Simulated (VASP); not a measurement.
Set up this calculation in VASP 6.6.1, as the native input.

```
Task                   : single point
Functional             : PBEsol
Potentials or basis    : VASP PAW PBE potentials, release 64 (Cu, O)
Cutoff                 : 520 eV
k mesh                 : 8 × 8 × 8
Occupations            : fermi-dirac, width 0.05 eV
Spin                   : no spin polarisation
Dipole correction      : no
Further INCAR settings : ALGO = Normal; EDIFF = 1e-06; NBANDS = 30
```

The structure of Cu3O2 lies in POSCAR:

```
Cu3O2
1.0
   -2.0229820000      2.0229820000      3.7103531700
    2.0229820000     -2.0229820000      3.7103531700
    2.0229820000      2.0229820000     -3.7103531700
Cu O
3 2
Direct
    0.0000000000      0.0000000000      0.0000000000
    0.7500000000      0.2500000000      0.5000000000
    0.2500000000      0.7500000000      0.5000000000
    0.5000000000      0.0000000000      0.5000000000
    0.0000000000      0.5000000000      0.5000000000
```

One way to write it, as run:

INCAR

```
SYSTEM = Cu3O2
  ALGO = Normal
  EDIFF = 1E-6
  ENCUT = 520
  GGA = PS
  ISIF = 2
  ISMEAR = -1
  LASPH = .TRUE.
  LCHARG = .FALSE.
  LREAL = .FALSE.
  LWAVE = .FALSE.
  NBANDS = 30
  NELM = 100
  PREC = Accurate
  SIGMA = 0.05
```

KPOINTS

```
k-points
0
G
  8 8 8
  0 0 0
```

Potentials or basis: VASP PAW PBE potentials, release 64 (Cu, O).

The run is started by

```bash
$ cat potpaw_PBE.64/Cu/POTCAR potpaw_PBE.64/O/POTCAR > POTCAR
$ mpirun -np 1 vasp_std > vasp.out
```

It gave:

```yaml
Pressure: -7.4 GPa
```

Caveat: the PAW data sets were made with another functional, which shifts forces and pressure a little; an odd number of electrons without spin polarisation forces a metal; a magnetic or distorted state may lie lower.

Wall time 94 s on 1 thread of Intel(R) Xeon(R) Platinum 8488C (Sapphire Rapids), on a shared host, peak memory 0.25 GiB.
